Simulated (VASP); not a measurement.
Here is a VASP 6.6.1 calculation.

Contents of INCAR:

```
SYSTEM = Pd
  PREC = Accurate
  ENCUT = 520
  EDIFF = 1E-6
  ISMEAR = -1
  SIGMA = 0.1
  LREAL = Auto
  LASPH = .True.
  NELM = 60
  ALGO = Normal
  ISIF = 2
  LWAVE = .False.
  LCHARG = .False.
  GGA = PE
  NBANDS = 94
```

KPOINTS

```
regular mesh
0
Gamma
  2 2 1
  0 0 0
```

The input POSCAR:

```
Pd
1.0
    7.7800000000      0.0000000000      0.0000000000
    0.0000000000      5.5012910000      0.0000000000
    0.0000000000      0.0000000000     16.1259680000
Pd
16
Direct
    0.2500000000      0.2499958646      0.0620117812
    0.7500000000      0.2499958646      0.0620117812
    0.2500000000      0.7500057714      0.0620117812
    0.7500000000      0.7500057714      0.0620117812
    0.0348714653     -0.0274117475      0.1570014278
    0.4980077121      0.0058895267      0.1619933761
   -0.0368637532      0.4574562589      0.1667310762
    0.5201928021      0.4526937404      0.1419759732
    0.2639845758      0.2015890452      0.2279305031
    0.7459125964      0.1986806370      0.2437249038
    0.2286503856      0.7124509501      0.2499756914
    0.7542802057      0.7572040817      0.2293257682
   -0.0497943445     -0.0529148522      0.3611690163
    0.4777892031     -0.0337375354      0.3215682928
    0.0742673522      0.3837462879      0.3315025802
    0.4822236504      0.4376609054      0.3384851068
```

Potentials or basis: VASP PAW PBE potentials, release 64 (Pd).

Command:

```bash
$ cat potpaw_PBE.64/Pd/POTCAR > POTCAR
$ mpirun -np 1 vasp_std > vasp.out
```

Q: Predict the largest force.

A: 4.123 eV/Å.

Q: Predict the band gap on the k mesh.

A: Zero (bands 80 and 81 overlap by 0.17 eV).

Forces on the atoms (eV/Å):
```
Pd  -0.142  0.136 -0.020
Pd   0.824 -0.748 -0.403
Pd   0.501 -0.414  0.573
Pd   0.201  0.169  0.260
Pd  -2.343 -0.243 -0.811
Pd   0.691 -3.066 -2.669
Pd   1.990  0.464 -0.811
Pd  -1.156  2.600  0.753
Pd  -0.682  1.838  0.958
Pd   0.282  1.720  1.360
Pd   0.720 -0.208 -0.160
Pd  -0.363 -1.786  1.078
Pd   0.077 -0.416 -1.151
Pd   0.808 -1.021  1.307
Pd  -1.216  0.176  0.843
Pd  -0.191  0.798 -1.107
```

Caveat: the k points lie up to 0.57 Å⁻¹ apart; the atoms stand as in a frame of molecular dynamics; there is no dipole correction, which matters where the two faces differ.
